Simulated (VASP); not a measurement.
# Ti12O in VASP: single point with PBE

Aim: the single point of Ti12O with PBE.

Everything below comes from runs of VASP 6.6.1. Logs are shortened: lines on timing, memory, paths and dates and some standing lists are left out, and cuts for length are marked.

## (1) The cell of the first run

The cell holds a slab with vacuum, 13 atoms: a = 5.815 Å, b = 5.815 Å, c = 19.306 Å, α = 90.00°, β = 90.00°, γ = 90.00°.

## (2) Single point, PBE

Contents of INCAR:

```
SYSTEM = Ti12O
  PREC = Accurate
  ENCUT = 520
  EDIFF = 1E-7
  ISMEAR = 0
  SIGMA = 0.1
  LREAL = .FALSE.
  LASPH = .TRUE.
  NELM = 80
  ALGO = Normal
  ISIF = 2
  LWAVE = .FALSE.
  LCHARG = .FALSE.
  LDIPOL = .TRUE.
  IDIPOL = 3
  DIPOL = 0.5 0.5 0.316
  GGA = PE
  NBANDS = 87
```

Contents of KPOINTS:

```
Automatic mesh
0
G
  5 5 1
  0 0 0
```

Contents of POSCAR:

```
Ti12O
1.0
    5.8150893847      0.0000000000      0.0000000000
    0.0000000000      5.8150893847      0.0000000000
    0.0000000000      0.0000000000     19.3059825436
Ti O
12 1
Direct
    0.2500000000      0.2500000000      0.2071896621
    0.2500000000      0.7500000000      0.2071896621
    0.7500000000      0.2500000000      0.2071896621
    0.7500000000      0.7500000000      0.2071896621
    0.0000000000      0.0000000000      0.3057583574
    0.0000000000      0.5000000000      0.3057583574
    0.5000000000      0.0000000000      0.3057583574
    0.5000000000      0.5000000000      0.3057583574
    0.2500000000      0.2500000000      0.4043297214
    0.2500000000      0.7500000000      0.4043297214
    0.7500000000      0.2500000000      0.4043297214
    0.7500000000      0.7500000000      0.4043297214
    0.4166666667      0.5000000000      0.4400418382
```

Potentials or basis: VASP PAW PBE potentials, release 64 (Ti_sv, O).

On the command line:

```sh
> cat potpaw_PBE.64/Ti_sv/POTCAR potpaw_PBE.64/O/POTCAR > POTCAR
> mpirun -np 1 vasp_std > vasp.out
```

OUTCAR:

```text
SYSTEM = Ti12O
   PREC = Accurate
   ENCUT = 520
   EDIFF = 1E-7
   ISMEAR = 0
   LREAL = .FALSE.
   LASPH = .TRUE.
   NELM = 80
   ISIF = 2
   GGA = PE

 ion  position               nearest neighbor table
   1  0.250  0.250  0.207-   5 2.80   6 2.80   7 2.80   8 2.80   2 2.91   3 2.91   2 2.91   3 2.91

   2  0.250  0.750  0.207-   5 2.80   6 2.80   7 2.80   8 2.80   1 2.91   4 2.91   1 2.91   4 2.91

   3  0.750  0.250  0.207-   5 2.80   6 2.80   7 2.80   8 2.80   1 2.91   4 2.91   4 2.91   1 2.91
[... 4 lines left out ...]
                             6 2.91   7 2.91   6 2.91   7 2.91
   6  0.000  0.500  0.306-   1 2.80   2 2.80   3 2.80   4 2.80   9 2.80  10 2.80  11 2.80  12 2.80
                             5 2.91   8 2.91   5 2.91   8 2.91
   7  0.500  0.000  0.306-   1 2.80   2 2.80   3 2.80   4 2.80   9 2.80  10 2.80  11 2.80  12 2.80
                             5 2.91   8 2.91   8 2.91   5 2.91
   8  0.500  0.500  0.306-   1 2.80   2 2.80   3 2.80   4 2.80   9 2.80  10 2.80  11 2.80  12 2.80
                             6 2.91   7 2.91   7 2.91   6 2.91
   9  0.250  0.250  0.404-  13 1.88   6 2.80   7 2.80   8 2.80   5 2.80  11 2.91  10 2.91  10 2.91
                            11 2.91
  10  0.250  0.750  0.404-  13 1.88   6 2.80   7 2.80   8 2.80   5 2.80  12 2.91   9 2.91   9 2.91
                            12 2.91
  11  0.750  0.250  0.404-   5 2.80   6 2.80   7 2.80   8 2.80   9 2.91  12 2.91  12 2.91   9 2.91

  12  0.750  0.750  0.404-   5 2.80   6 2.80   7 2.80   8 2.80  10 2.91  11 2.91  11 2.91  10 2.91

  13  0.417  0.500  0.440-   9 1.88  10 1.88

  LATTYP: Found a simple tetragonal cell.
 ALAT       =     5.8150893847
 C/A-ratio  =     3.3199803591

  Lattice vectors:

 A1 = (   5.8150893847,   0.0000000000,   0.0000000000)
 A2 = (   0.0000000000,   5.8150893847,   0.0000000000)
 A3 = (   0.0000000000,   0.0000000000,  19.3059825436)

Analysis of symmetry for initial positions (statically):
=====================================================================
 Subroutine PRICEL returns:
 Original cell was already a primitive cell.

 Routine SETGRP: Setting up the symmetry group for a
 simple tetragonal supercell.

 Subroutine GETGRP returns: Found  2 space group operations
 (whereof  2 operations were pure point group operations)
 out of a pool of 16 trial point group operations.

The static configuration has the point symmetry C_1h.

Analysis of symmetry for dynamics (positions and initial velocities):
=====================================================================
 Subroutine PRICEL returns:
 Original cell was already a primitive cell.

 Routine SETGRP: Setting up the symmetry group for a
 simple tetragonal supercell.

 Subroutine GETGRP returns: Found  2 space group operations
 (whereof  2 operations were pure point group operations)
 out of a pool of 16 trial point group operations.

The dynamic configuration has the point symmetry C_1h.

 Subroutine INISYM returns: Found  2 space group operations
 (whereof  2 operations are pure point group operations),
 and found     1 'primitive' translations

----------------------------------------------------------------------------------------

                                     Primitive cell

  volume of cell :     652.8369

  direct lattice vectors                    reciprocal lattice vectors
     5.815089385  0.000000000  0.000000000     0.171966402  0.000000000  0.000000000
     0.000000000  5.815089385  0.000000000     0.000000000  0.171966402  0.000000000
     0.000000000  0.000000000 19.305982544     0.000000000  0.000000000  0.051797416

  length of vectors
     5.815089385  5.815089385 19.305982544     0.171966402  0.171966402  0.051797416

  position of ions in fractional coordinates (direct lattice)
     0.250000000  0.250000000  0.207189662
     0.250000000  0.750000000  0.207189662
     0.750000000  0.250000000  0.207189662
     0.750000000  0.750000000  0.207189662
     0.000000000  0.000000000  0.305758357
     0.000000000  0.500000000  0.305758357
     0.500000000  0.000000000  0.305758357
     0.500000000  0.500000000  0.305758357
     0.250000000  0.250000000  0.404329721
     0.250000000  0.750000000  0.404329721
     0.750000000  0.250000000  0.404329721
     0.750000000  0.750000000  0.404329721
     0.416666667  0.500000000  0.440041838

  ion indices of the primitive-cell ions
   primitive index   ion index
[... 36 lines left out ...]
 ===========================================

 Found      9 irreducible k-points:

 Following reciprocal coordinates:
            Coordinates               Weight
  0.000000  0.000000  0.000000      1.000000
  0.200000  0.000000  0.000000      2.000000
  0.000000  0.200000  0.000000      2.000000
  0.400000  0.000000  0.000000      2.000000
  0.000000  0.400000  0.000000      2.000000
  0.200000  0.200000  0.000000      4.000000
  0.400000  0.200000  0.000000      4.000000
 -0.200000  0.400000  0.000000      4.000000
  0.400000  0.400000  0.000000      4.000000
   k-points           NKPTS =      9   k-points in BZ     NKDIM =      9   number of bands    NBANDS=     87
   number of dos      NEDOS =    301   number of ions     NIONS =     13
   total plane-waves  NPLWV = 331776
   dimension x,y,z NGX =    48 NGY =   48 NGZ =  144
   dimension x,y,z NGXF=    96 NGYF=   96 NGZF=  288
   ions per type =              12   1
   NGX,Y,Z   is equivalent  to a cutoff of  13.72, 13.72, 12.40 a.u.
   NGXF,Y,Z  is equivalent  to a cutoff of  27.45, 27.45, 24.80 a.u.
 SYSTEM =  Ti12O
   PREC   = accura    normal or accurate (medium, high low for compatibility)
   ISTART =      0    job   : 0-new  1-cont  2-samecut
   ICHARG =      2    charge: 1-file 2-atom 10-const
   ISPIN  =      1    spin polarized calculation?
   LNONCOLLINEAR =      F non collinear calculations
   LSORBIT =      F    spin-orbit coupling
   LASPH  =      T    aspherical Exc in radial PAW
   ENCUT  =  520.0 eV  38.22 Ry    6.18 a.u.  10.81 10.81 35.90*2*pi/ulx,y,z
   NELM   =     80;   NELMIN=  2; NELMDL= -5     # of ELM steps
   EDIFF  = 0.1E-06   stopping-criterion for ELM
   LREAL  =      F    real-space projection
   EDIFFG = 0.1E-05   stopping-criterion for IOM
   NSW    =      0    number of steps for IOM
   IBRION =     -1    ionic relax: 0-MD 1-quasi-New 2-CG
   NFREE  =      0    steps in history (QN), initial steepest desc. (CG)
   ISIF   =      2    stress and relaxation
   ISYM   =      2    0-nonsym 1-usesym 2-fastsym
   POTIM  = 0.5000    time-step for ionic-motion
   TEBEG  =    0.0;   TEEND  =   0.0 temperature during run
   PSTRESS=    0.0 pullay stress
   NELECT =     150.0000    total number of electrons
   NUPDOWN=      -1.0000    fix difference up-down
   EMIN   =  10.00;   EMAX   =-10.00  energy-range for DOS
   EFERMI =   0.00;   METHOD = LEGACY
   ISMEAR =     0;   SIGMA  =   0.10  broadening in eV -4-tet -1-fermi 0-gaus
   EFERMI_NEDOS =   21; number of points for ismear=-14 and -15
   IALGO  =     38    algorithm
   IMIX   =      4    mixing-type and parameters
     AMIX     =   0.40;   BMIX     =  1.00
     AMIX_MAG =   1.60;   BMIX_MAG =  1.00
  volume/ion in A,a.u.               =      50.22       338.89
  Fermi-wavevector in a.u.,A,eV,Ry     =   1.002698  1.894825 13.679355  1.005404
  Thomas-Fermi vector in A             =   2.135203
   LORBIT       =      0    0 simple, 1 ext, 2 COOP (PROOUT), +10 PAW based schemes
   GGA     = PE    functional components
   LHFCALC =     F    Hartree Fock is set to
   AEXX    =    0.0000 exact exchange contribution
   IVDW    =     0    specifies the selected vdW correction
   LEPSILON=     F    determine dielectric tensor
   LRPA    =     F    only Hartree local field effects (RPA)
 non-spin polarized calculation
 Gauss-broadening in eV      SIGMA  =   0.10
  energy-cutoff  :      520.00
  volume of cell :      652.84
 maximum number of plane-waves:     17596
 NGX is ok and might be reduce to    48
   NGX = 21   NGY = 21   NGZ = 71

 dipolmoment           0.000000      0.000000      0.002141 electrons x Angstroem

 number of electron     150.0000049 magnetization

 dipolmoment           0.000000      0.000000     -0.010178 electrons x Angstroem

 Free energy of the ion-electron system (eV)
  ---------------------------------------------------
  ext. energy  EPLUGINS =         0.00000000
  ---------------------------------------------------
  free energy    TOTEN  =       -96.72768013 eV

  energy without entropy =      -96.58890796  energy(sigma->0) =      -96.65829405

 E-fermi :   0.2610     XC(G=0):  -4.7485

 val. band max:        0.2593168126   @ k =   0.0000   0.4000   0.0000
 cond. band min:       0.2641411216   @ k =   0.2000   0.0000   0.0000
 fundamental gap:      0.0048243091
 Fermi energy:         0.2609670032

 k-point     1 :       0.0000    0.0000    0.0000
  band No.  band energies     occupation
      1     -56.6560      2.00000
      2     -56.6035      2.00000
      3     -56.6015      2.00000
      4     -56.5599      2.00000
      5     -56.5303      2.00000
      6     -56.4803      2.00000
[... 799 lines left out ...]
     86       1.2223      0.00000
     87       1.2490      0.00000

------------------------ aborting loop because EDIFF is reached ----------------------------------------

 vacuum level on the upper side and lower side of the slab       (xc-potential included)        -0.164        -0.149

  FORCE on cell =-STRESS in cart. coord.  units (eV):
  Direction    XX          YY          ZZ          XY          YZ          ZX
  --------------------------------------------------------------------------------------
  -------------------------------------------------------------------------------------
  Total       -3.8018810     -1.8874321      0.6319296      0.0000000      0.0000000      1.9119523
  in kB       -9.3304889     -4.6320925      1.5508670      0.0000000      0.0000000      4.6922693
  external PRESSURE =      -4.1372381 kB  Pullay stress =       0.0000000 kB

 VOLUME and BASIS-vectors are now :
 -----------------------------------------------------------------------------
  energy-cutoff  :      520.00
  volume of cell :      652.84
      direct lattice vectors                 reciprocal lattice vectors
     5.815089385  0.000000000  0.000000000     0.171966402  0.000000000  0.000000000
     0.000000000  5.815089385  0.000000000     0.000000000  0.171966402  0.000000000
     0.000000000  0.000000000 19.305982544     0.000000000  0.000000000  0.051797416

 POSITION                                       TOTAL-FORCE (eV/Angst)
 -----------------------------------------------------------------------------------
      1.45377      1.45377      4.00000         0.127817      0.082718      0.003499
      1.45377      4.36132      4.00000         0.127817     -0.082718      0.003499
      4.36132      1.45377      4.00000        -0.082958      0.114272      0.096188
      4.36132      4.36132      4.00000        -0.082958     -0.114272      0.096188
      0.00000      0.00000      5.90297        -0.179145      0.000000     -0.288847
      0.00000      2.90754      5.90297        -0.344732      0.000000     -0.072929
      2.90754      0.00000      5.90297         0.046108      0.000000     -0.150487
      2.90754      2.90754      5.90297         0.107625      0.000000     -0.250755
      1.45377      1.45377      7.80598        -0.897738     -0.701697      0.062011
      1.45377      4.36132      7.80598        -0.897738      0.701697      0.062011
      4.36132      1.45377      7.80598        -0.085605     -0.179219      0.190642
      4.36132      4.36132      7.80598        -0.085605      0.179219      0.190642
      2.42295      2.90754      8.49544         2.247113      0.000000      0.058339
 -----------------------------------------------------------------------------------
    total drift:                               -0.000010     -0.000000     -0.001458

  FREE ENERGIE OF THE ION-ELECTRON SYSTEM (eV)
  ---------------------------------------------------
  free  energy   TOTEN  =       -96.7276801293 eV

  energy  without entropy=      -96.5889079643  energy(sigma->0) =      -96.65829405

 vacuum level on the upper side and lower side of the slab         3.910         3.927
```

Wall time 30 min (1 thread of Oxide Virtual Turin-like, shared host); peak memory 0.8 GiB.

What came out:

| Item | Value |
| --- | --- |
| Free energy | -96.7277 eV |
| Largest force | 2.248 eV/Å |
| Band gap on the k mesh | zero (bands 75 and 76 overlap by 0.19 eV) |

Forces in eV/Å, atoms in the order of the input:
```
Ti   0.128  0.083  0.003
Ti   0.128 -0.083  0.003
Ti  -0.083  0.114  0.096
Ti  -0.083 -0.114  0.096
Ti  -0.179  0.000 -0.289
Ti  -0.345  0.000 -0.073
Ti   0.046  0.000 -0.150
Ti   0.108  0.000 -0.251
Ti  -0.898 -0.702  0.062
Ti  -0.898  0.702  0.062
Ti  -0.086 -0.179  0.191
Ti  -0.086  0.179  0.191
O    2.247  0.000  0.058
```
